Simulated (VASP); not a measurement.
A run of VASP 6.6.1 is set up as follows.

The input INCAR:

```
SYSTEM = Al2BC3
PREC = Accurate
ENCUT = 520
EDIFF = 1E-6
ISMEAR = 0
SIGMA = 0.1
LREAL = .False.
LASPH = .True.
NELM = 80
ALGO = Normal
ISIF = 2
LWAVE = .False.
LCHARG = .False.
GGA = PE
NBANDS = 20
```

Contents of KPOINTS:

```
Automatic mesh
0
Gamma
  4 4 4
  0 0 0
```

Contents of POSCAR:

```
Al2BC3
1.0
    4.0491962600      0.0000000000      0.0000000000
    0.0000000000      4.0491962600      0.0000000000
    0.0000000000      0.0000000000      4.5183010200
Al B C
2 1 3
Direct
    0.0000000000      0.0000000000      0.0000000000
    0.5000000000      0.5000000000      0.0000000000
    0.0000000000      0.0000000000      0.5000000000
    0.5000000000      0.0000000000      0.0000000000
    0.0000000000      0.5000000000      0.0000000000
    0.5000000000      0.5000000000      0.5000000000
```

Potentials or basis: VASP PAW PBE potentials, release 64 (Al, B, C).

The run is started by

```console
$ cat potpaw_PBE.64/Al/POTCAR potpaw_PBE.64/B/POTCAR potpaw_PBE.64/C/POTCAR > POTCAR
$ mpirun -np 1 vasp_std > vasp.out
```

(1) Estimate the pressure.

Answers

(1) -1.6 GPa.

Caveat: the k points lie up to 0.39 Å⁻¹ apart.
